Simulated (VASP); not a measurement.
Set up this calculation in VASP 6.6.1, as the native input.

| Property | Result |
| --- | --- |
| Task | single point |
| Functional | PBE |
| Potentials or basis | VASP PAW PBE potentials, release 64 (Au) |
| Cutoff | 520 eV |
| k mesh | 12 × 12 × 12 |
| Occupations | gaussian, width 0.1 eV |
| Spin | no spin polarisation |
| Dipole correction | no |
| Further INCAR settings | ALGO = Normal; EDIFF = 1e-06; NBANDS = 24 |

The structure of Au lies in POSCAR:

```
Au
1.0
    3.9819548375      0.0000000000      0.0000000000
    0.0000000000      3.9819548375      0.0000000000
    0.0000000000      0.0000000000      3.9819548375
Au
3
Direct
    0.5000000000      0.0000000000      0.0000000000
    0.0000000000      0.5000000000      0.0000000000
    0.0000000000      0.0000000000      0.5000000000
```

One way to write it, as run:

INCAR

```
ALGO = Normal ; EDIFF = 1E-6
ENCUT = 520 ; GGA = PE
ISIF = 2 ; ISMEAR = 0
LASPH = T ; LCHARG = F
LREAL = F ; LWAVE = F
NBANDS = 24 ; NELM = 100
PREC = Accurate ; SIGMA = 0.1
```

KPOINTS

```
k-points
0
Gamma
  12 12 12
```

Potentials or basis: VASP PAW PBE potentials, release 64 (Au).

Launch:

```console
$ cat potpaw_PBE.64/Au/POTCAR > POTCAR
$ mpirun -np 1 vasp_std > vasp.out
```

Results of the run:

The pressure is -0.2 GPa.

Wall time 37 s on 1 thread of Intel(R) Xeon(R) 6975P-C (Granite Rapids), with other jobs on the host, peak memory 0.23 GiB.
